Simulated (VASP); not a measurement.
**PtS2: single point with PBE**

Crystal: PtS2.

```
Pt S
1.0
     3.69610    0.00000    0.00000
    -1.84805    3.20091    0.00000
     0.00000    0.00000    5.59663
Pt S
1 2
Direct
  0.00000 0.00000 0.00000
  0.33333 0.66667 0.20750
  0.66667 0.33333 0.79250
```

- Program: VASP 6.6.1
- Task: single point
- Functional: PBE
- Potentials or basis: VASP PAW PBE potentials, release 64 (Pt, S)
- Cutoff: 520 eV
- k mesh: 12 × 12 × 6
- Occupations: gaussian, width 0.05 eV
- Spin: no spin polarisation

```
Pressure               : -4.0 GPa
Largest force          : 0.031 eV/Å
Band gap on the k mesh : 0.97 eV (least direct gap 1.10 eV)
```

Forces in eV/Å, atoms in the order of the input:
```
Pt   0.000  0.000  0.000
S    0.000  0.000 -0.031
S    0.000  0.000  0.031
```

Stress tensor (GPa, compression positive):
```
-6.01  0.00  0.00
 0.00 -6.01  0.00
 0.00  0.00 -0.01
```

Levels at points of the mesh, in eV from the valence-band top:
```
           k point  band 8  band 9  band 10  band 11  band 12  band 13  band 14  band 15
(0.00, 0.00, 0.00)   -1.26   -0.86    -0.86    -0.20     2.50     2.50     4.96     5.37
(0.50, 0.00, 0.00)   -2.68   -2.61    -1.98    -1.97     1.86     2.56     5.27     6.67
(0.00, 0.00, 0.50)   -1.60   -0.93    -0.93    -0.84     2.67     2.67     5.67     6.42
(0.50, 0.00, 0.50)   -2.64   -2.61    -2.13    -1.18     2.05     2.27     5.17     6.12
```

Wall time 63 s on 1 thread of AMD EPYC 9R45 96-Core Processor (Zen 5), with other jobs on the host, peak memory 0.22 GiB.

Caveat: the cell stands under tension; spin-orbit coupling is left out, which moves the levels of the heavy elements; this functional lacks dispersion, which binds the layers, so the pressure and a relaxed spacing across them are unreliable. A hybrid or GW would open this gap; PBE tends to underestimate it.
